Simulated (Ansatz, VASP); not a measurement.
## Two plane-wave programs on C

```
C
1.0
     1.76587    1.76587    0.00000
    -1.76587    1.76587    0.00000
     0.00000    1.76587    1.76587
C
2
Direct
  0.50000 0.50000 0.00000
  0.75000 0.25000 0.50000
```

Alike in both runs: functional LDA; k mesh 16 × 16 × 16; occupations fermi-dirac, width 0.1 eV; no spin polarisation.

Ansatz relaxed the structure, and its values are those at the end. VASP's run is a single point on that final structure, the one shown.

```csv
,VASP,Ansatz
version,VASP 6.6.1,Ansatz 0.2.0
potentials or method,"VASP PAW LDA potentials, release 64 (C)","PAW with Ansatz's default frozen-core files, scalar-relativistic"
plane-wave cutoff (eV),520,420
valence electrons in the cell,8,8
```

|  | VASP | Ansatz | Ansatz less VASP |
| --- | --- | --- | --- |
| pressure (GPa) | 1.6 | 0.0 | -1.62 |

LDA's correlation is that of Perdew and Zunger in VASP and of Perdew and Wang (1992) in Ansatz.
